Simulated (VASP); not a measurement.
# Na (Im-3m) in VASP: notebook, part 2 of 2

VASP 6.6.1. The steps go on from the part before.

### 4 Electric field gradients, PBEsol (volume scaled by 1.01)

File INCAR:

```
PREC     = Accurate       # precision mode
ENCUT    = 520            # plane-wave cutoff, eV
EDIFF    = 1E-8           # SCF threshold, eV
ISMEAR   = -1             # smearing method
SIGMA    = 0.05           # smearing width, eV
LREAL    = F              # projectors in reciprocal space
LASPH    = T              # aspherical terms in the spheres
NELM     = 100            # most SCF steps
ALGO     = Normal         # electronic algorithm
ISIF     = 2              # what is computed and relaxed
LWAVE    = F              # write WAVECAR
LCHARG   = F              # write CHGCAR
GGA      = PS             # functional
LEFG     = T            
NBANDS   = 10             # bands
```

File KPOINTS:

```
regular mesh
0
Gamma
  12 12 12
```

File POSCAR:

```
Na
1.0
   -2.1245349354      2.1245349354      2.1245349354
    2.1245349354     -2.1245349354      2.1245349354
    2.1245349354      2.1245349354     -2.1245349354
Na
1
Direct
    0.0000000000      0.0000000000      0.0000000000
```

Potentials or basis: VASP PAW PBE potentials, release 64 (Na_pv).

The run is started by

```
$ cat potpaw_PBE.64/Na_pv/POTCAR > POTCAR
$ mpirun -np 1 vasp_std > vasp.out
```

OUTCAR:

```text
PREC = Accurate
   ENCUT = 520
   EDIFF = 1E-8
   ISMEAR = -1
   LREAL = F
   LASPH = T
   NELM = 100
   ISIF = 2
   GGA = PS

 ion  position               nearest neighbor table
   1  0.000  0.000  0.000-

  LATTYP: Found a body centered cubic cell.
 ALAT       =     4.2490698708

  Lattice vectors:

 A1 = (  -2.1245349354,   2.1245349354,   2.1245349354)
 A2 = (   2.1245349354,  -2.1245349354,   2.1245349354)
 A3 = (   2.1245349354,   2.1245349354,  -2.1245349354)

Analysis of symmetry for initial positions (statically):
=====================================================================
 Subroutine PRICEL returns:
 Original cell was already a primitive cell.

 Routine SETGRP: Setting up the symmetry group for a
 body centered cubic supercell.

 Subroutine GETGRP returns: Found 48 space group operations
 (whereof 48 operations were pure point group operations)
 out of a pool of 48 trial point group operations.

The static configuration has the point symmetry O_h .

Analysis of symmetry for dynamics (positions and initial velocities):
=====================================================================
 Subroutine PRICEL returns:
 Original cell was already a primitive cell.

 Routine SETGRP: Setting up the symmetry group for a
 body centered cubic supercell.

 Subroutine GETGRP returns: Found 48 space group operations
 (whereof 48 operations were pure point group operations)
 out of a pool of 48 trial point group operations.

The dynamic configuration has the point symmetry O_h .

 Subroutine INISYM returns: Found 48 space group operations
[... 146 lines left out ...]
 fundamental gap:      0.1094343355
 Fermi energy:         0.1747703445

 k-point     1 :       0.0000    0.0000    0.0000
  band No.  band energies     occupation
      1     -24.6024      2.00000
      2     -24.6024      2.00000
      3     -24.6024      2.00000
      4      -2.9951      2.00000
      5      11.7234      0.00000
      6      11.7234      0.00000
      7      11.7234      0.00000
      8      12.7078      0.00000
      9      12.7078      0.00000
     10      13.2356      0.00000
[... 287 lines left out ...]
 k-point    24 :       0.4167    0.0833    0.0833
  band No.  band energies     occupation
      1     -24.6320      2.00000
      2     -24.6145      2.00000
      3     -24.6044      2.00000
      4       1.1629      0.00000
      5       1.6277      0.00000
      6       6.3138      0.00000
      7       7.3491      0.00000
      8      11.6810      0.00000
      9      12.4407      0.00000
     10      16.2699      0.00000

 [... further k-points ...]
[... 5 lines left out ...]
  --------------------------------------------------------------------------------------
  -------------------------------------------------------------------------------------
  Total       -0.0931135     -0.0931135     -0.0931135     -0.0000000      0.0000000     -0.0000000
  in kB       -3.8892996     -3.8892996     -3.8892996     -0.0000000      0.0000000     -0.0000000
  external PRESSURE =      -3.8892996 kB  Pullay stress =       0.0000000 kB

 VOLUME and BASIS-vectors are now :
 -----------------------------------------------------------------------------
  energy-cutoff  :      520.00
  volume of cell :       38.36
      direct lattice vectors                 reciprocal lattice vectors
    -2.124534935  2.124534935  2.124534935     0.000000000  0.235345624  0.235345624
     2.124534935 -2.124534935  2.124534935     0.235345624  0.000000000  0.235345624
     2.124534935  2.124534935 -2.124534935     0.235345624  0.235345624  0.000000000

 POSITION                                       TOTAL-FORCE (eV/Angst)
 -----------------------------------------------------------------------------------
      0.00000      0.00000      0.00000        -0.000000      0.000000     -0.000000
 -----------------------------------------------------------------------------------
    total drift:                               -0.000000     -0.000000     -0.000000

  FREE ENERGIE OF THE ION-ELECTRON SYSTEM (eV)
  ---------------------------------------------------
  free  energy   TOTEN  =        -1.3969957787 eV

  energy  without entropy=       -1.3915684560  energy(sigma->0) =       -1.39428212

 Electric field gradients (V/A^2)
---------------------------------------------------------------------
 ion       V_xx      V_yy      V_zz      V_xy      V_xz      V_yz
---------------------------------------------------------------------
   1       0.000    -0.000    -0.000    -0.003    -0.003    -0.003
---------------------------------------------------------------------

 Electric field gradients after diagonalization (V/A^2)
 (convention: |V_zz| > |V_xx| > |V_yy|)
----------------------------------------------------------------------
 ion       V_xx      V_yy      V_zz     asymmetry (V_yy - V_xx)/ V_zz
----------------------------------------------------------------------
   1       0.003     0.003    -0.006       0.000
----------------------------------------------------------------------

           NMR quadrupolar parameters

 Cq : quadrupolar parameter    Cq=e*Q*V_zz/h
 eta: asymmetry parameters     (V_yy - V_xx)/ V_zz
 Q  : nuclear electric quadrupole moment in mb (millibarn)
----------------------------------------------------------------------
 ion       Cq(MHz)       eta       Q (mb)
----------------------------------------------------------------------
   1      -0.000       0.000       1.000
----------------------------------------------------------------------
```

OSZICAR:

```text
N       E                     dE             d eps       ncg     rms          rms(c)
DAV:   1     0.293939713580E+02    0.29394E+02   -0.37850E+03  1448   0.585E+02
DAV:   2    -0.770953548004E+00   -0.30165E+02   -0.30017E+02  1512   0.153E+02
DAV:   3    -0.139397394052E+01   -0.62302E+00   -0.62256E+00  1764   0.231E+01
DAV:   4    -0.139891643449E+01   -0.49425E-02   -0.49420E-02  1678   0.203E+00
DAV:   5    -0.139899148046E+01   -0.75046E-04   -0.75045E-04  1644   0.246E-01    0.233E-01
DAV:   6    -0.139744546239E+01    0.15460E-02   -0.27596E-03  1724   0.764E-01    0.142E-01
DAV:   7    -0.139704892062E+01    0.39654E-03   -0.25069E-03  1614   0.650E-01    0.457E-02
DAV:   8    -0.139699540096E+01    0.53520E-04   -0.20256E-04  1662   0.247E-01    0.211E-03
DAV:   9    -0.139699569498E+01   -0.29402E-06   -0.80297E-07  1668   0.943E-03    0.116E-03
DAV:  10    -0.139699577498E+01   -0.80003E-07   -0.36796E-08  1648   0.117E-03    0.117E-04
DAV:  11    -0.139699577867E+01   -0.36878E-08   -0.10387E-09  1006   0.432E-04
   1 F= -.13969958E+01 E0= -.13942821E+01  d E =-.542732E-02
```

stdout:

```text
POSCAR found type information on POSCAR Na
 POSCAR found :  1 types and       1 ions
 scaLAPACK will be used
 -----------------------------------------------------------------------------
|                                                                             |
|                                                                             |
|     You enforced a specific xc type in the INCAR file but a different       |
|     I HOPE YOU KNOW WHAT YOU ARE DOING!                                     |
|                                                                             |
 -----------------------------------------------------------------------------

 LDA part: xc-table for (Slater+PW92), standard interpolation
 POSCAR, INCAR and KPOINTS ok, starting setup
 FFT: planning ... GRIDC
 FFT: planning ... GRID_SOFT
 FFT: planning ... GRID
 WAVECAR not read
 entering main loop
ion   1
```

Run time: 14 s. Hardware: 1 thread of Intel Xeon 6975P-C, shared host; peak memory 0.16 GiB.

Results:

```yaml
Free_energy: -1.3970 eV
Pressure: -0.4 GPa
```

Levels at points of the mesh, in eV from the Fermi level:
```csv
k point,band 1,band 2,band 3,band 4,band 5,band 6,band 7
"(0.00, 0.00, 0.00)",-24.78,-24.78,-24.78,-3.17,11.55,11.55,11.55
"(0.50, 0.00, 0.00)",-24.81,-24.79,-24.78,0.78,1.23,8.10,8.96
"(0.50, 0.50, 0.50)",-24.80,-24.80,-24.80,4.49,4.49,4.81,4.81
```

Caveat: without QUAD_EFG the Cq values of the log hold for a quadrupole moment of 1 mb, not for the nuclei; the PAW data sets were made with another functional, which shifts forces and pressure a little.

### 5 The runs side by side

```tsv
cell	gap on the mesh (eV)	pressure (GPa)
a = 3.655 Å, angles 109.5°, 1 atom	none	-0.3
a = 3.668 Å, angles 109.5°, 1 atom	none	-0.3
a = 3.680 Å, angles 109.5°, 1 atom	none	-0.4
```

Alike in all rows: task electric field gradients; level PBEsol; potentials or basis VASP PAW PBE potentials, release 64 (Na_pv); no spin polarisation; k mesh 12 × 12 × 12; cutoff (eV) 520; smearing fermi-dirac 0.05 eV.

Caveats: the PAW data sets were made with another functional, which shifts forces and pressure a little.

Total energies depend on the potentials used, so only differences within one code and one set of settings carry meaning.
